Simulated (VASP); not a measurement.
Runs of VASP 6.6.1 on Tm2CdC2. The structure is that of space group P6/mmm (No. 191), or close to it. The cells are those of the table. The cell was generated, and may not be a known phase.

| task | cell | k mesh | gap on the mesh (eV) | pressure (GPa) |
| --- | --- | --- | --- | --- |
| single point | a = 4.933, b = 4.933, c = 4.732 Å, angles 90.0, 90.0, 120.0°, 5 atoms | 6 × 6 × 4 | none | -0.1 |
| single point | a = 5.152, b = 5.152, c = 4.533 Å, angles 90.0, 90.0, 120.0°, 5 atoms | 6 × 6 × 4 | none | 0.8 |
| single point | a = 5.112, b = 5.112, c = 4.560 Å, angles 90.0, 90.0, 120.0°, 5 atoms | 12 × 12 × 8 | none | (a) |
| relaxation of cell and atoms | relaxed from a = 4.933, b = 4.933, c = 4.732 Å, angles 90.0, 90.0, 120.0°, 5 atoms | 6 × 6 × 4 | none | -0.1 |

Alike in all rows: level PBE; potentials or basis VASP PAW PBE potentials, release 64 (Tm_3, Cd, C), 4f in core; no spin polarisation; smearing gaussian 0.1 eV.

Task: Fill in the values left out.

Result: (a) 0.7.

Caveats: spin-orbit coupling is left out, which moves the levels of the heavy elements; the 4f electrons are frozen in the core, so they carry no moment and show no levels; the stress differs along the axes, from -7 to 4 GPa (at least some runs).

A k mesh can miss the band edges, and the runs leave out spin-orbit coupling on Cd, Tm.

A gap of «none» marks levels without a gap at the run's occupations.
